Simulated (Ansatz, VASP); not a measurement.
**One calculation of Ru, two programs**

POSCAR

```
Ru
1.0
    2.7059477279      0.0000000000      0.0000000000
   -1.3529738639      2.3434194737      0.0000000000
    0.0000000000      0.0000000000      4.2579056513
Ru
2
Direct
    0.3333333333      0.6666666667      0.2500000000
    0.6666666667      0.3333333333      0.7500000000
```

File INCAR.step1:

```
SYSTEM = Ru
ALGO = Normal
EDIFF = 1E-4
ENCUT = 520
GGA = PE
ISMEAR = -1
LASPH = .TRUE.
LCHARG = .FALSE.
LREAL = .FALSE.
LWAVE = .TRUE.
NBANDS = 21
NELM = 80
PREC = Accurate
SIGMA = 0.1
```

The input INCAR.step2:

```
SYSTEM = Ru
ALGO = Normal
EDIFF = 1E-6
ENCUT = 520
ISIF = 2
ISMEAR = -1
ISTART = 1
LASPH = .TRUE.
LCHARG = .FALSE.
LMIXTAU = .TRUE.
LREAL = .FALSE.
LWAVE = .FALSE.
METAGGA = R2SCAN
NBANDS = 21
NELM = 80
PREC = Accurate
SIGMA = 0.1
```

File KPOINTS:

```
k-points
0
G
  6 6 4
  0 0 0
```

Input for Ansatz:

```yaml
crystal:
  lattice:
    - [2.7059477279, 0.0, 0.0]
    - [-1.3529738639, 2.3434194737, 0.0]
    - [0.0, 0.0, 4.2579056513]
  atoms:
    - { symbol: Ru, position: [0.3333333333, 0.6666666667, 0.25] }
    - { symbol: Ru, position: [0.6666666667, 0.3333333333, 0.75] }
hamiltonian:
  xc: r2scan
  pseudopotentials:
    kind: paw
    azcp:
      Ru: "pseudopotentials/Ru.paw.azcp"
basis:
  ecutwfc: 500
  fft_grid_basis: typed
kpoints:
  mp_grid: { grid: [6, 6, 4], shift: [0, 0, 0] }
magnetization:
  spin_polarized: false
scf:
  occupations: { method: fermi_dirac, width: 0.1 }
  lower_state_search: "off"
output:
  stress: true
```

Alike in both runs: task single point; functional r2SCAN; k mesh 6 × 6 × 4; occupations fermi-dirac, width 0.1 eV; no spin polarisation.

|  | VASP | Ansatz |
| --- | --- | --- |
| version | VASP 6.6.1 | Ansatz 0.2.0 |
| potentials or method | VASP PAW PBE potentials, release 64 (Ru_pv), cutoff 520 eV | plane waves (500 eV) with PAW, scalar-relativistic |
| valence electrons in the cell | 28 | 32 |

|  | VASP | Ansatz | Ansatz less VASP |
| --- | --- | --- | --- |
| pressure (GPa) | 2.5 | 0.9 | -1.54 |
| traceless stress, the component that is largest in VASP (GPa) | -2.40 | -2.50 | -0.103 |

VASP's potentials were made for PBE, not for r2SCAN. With one functional, cell and mesh, what is left measures potentials, basis and numerics. VASP's potentials hold 28 valence electrons a cell and Ansatz's 32, so a difference there can come from the potentials and not from the codes.

The k mesh is coarse, so the values compare programs but aren't converged.
